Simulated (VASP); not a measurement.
Wanted: the native input for a VASP 6.6.1 run.

- Task: single point
- Functional: PBE
- Potentials or basis: VASP PAW PBE potentials, release 64 (Mn_pv, As)
- Cutoff: 500 eV
- k mesh: 6 × 6 × 6
- Occupations: fermi-dirac, width 0.1 eV
- Spin: collinear spin
- Starting moments: [4.51, -0.34] μB
- Hubbard terms: Mn d U = 3.9 eV
- Dipole correction: no
- Further INCAR settings: ALGO = Normal; EDIFF = 1e-06; NBANDS = 20

The structure of MnAs lies in POSCAR:

```
MnAs
1.0
    0.0000000000      2.8550000000      2.8550000000
    2.8550000000      0.0000000000      2.8550000000
    2.8550000000      2.8550000000      0.0000000000
Mn As
1 1
Direct
    0.0000000000      0.0000000000      0.0000000000
    0.2500000000      0.2500000000      0.2500000000
```

These files were run (other wordings do the same):

INCAR

```
PREC = Accurate
ENCUT = 500
EDIFF = 1E-6
ISMEAR = -1
SIGMA = 0.1
LREAL = False
LASPH = True
NELM = 200
ALGO = Normal
ISIF = 2
LWAVE = False
LCHARG = True
ISPIN = 2
MAGMOM = 4.51 -0.34
LORBIT = 11
LMAXMIX = 4
LDAU = True
LDAUTYPE = 2
LDAUL = 2 -1
LDAUU = 3.9 0
LDAUJ = 0 0
LDAUPRINT = 1
GGA = PE
LELF = True
LVHAR = True
NBANDS = 20
GGA_COMPAT = False
```

KPOINTS

```
regular mesh
0
Gamma
  6 6 6
```

Potentials or basis: VASP PAW PBE potentials, release 64 (Mn_pv, As).

Launch:

```sh
$ cat potpaw_PBE.64/Mn_pv/POTCAR potpaw_PBE.64/As/POTCAR > POTCAR
$ mpirun -np 1 vasp_std > vasp.out
```

Results of the run:

```
Pressure                                              : 5.5 GPa
Band gap on the k mesh                                : zero (filled and empty bands overlap)
Net moment                                            : 4.00 μB per cell
Site moments                                          : Mn +4.25; As -0.32 μB
Valence electrons inside the program's atomic spheres : Mn 11.44; As 2.85
```

Caveat: the cell stands under pressure; a cell with one magnetic atom can't hold antiferromagnetic order, which such compounds often take; the U is typed as a test and isn't derived for this compound.

Run time: 72 s on 1 thread of Intel Xeon 8259CL (shared host), peak memory 0.19 GiB.
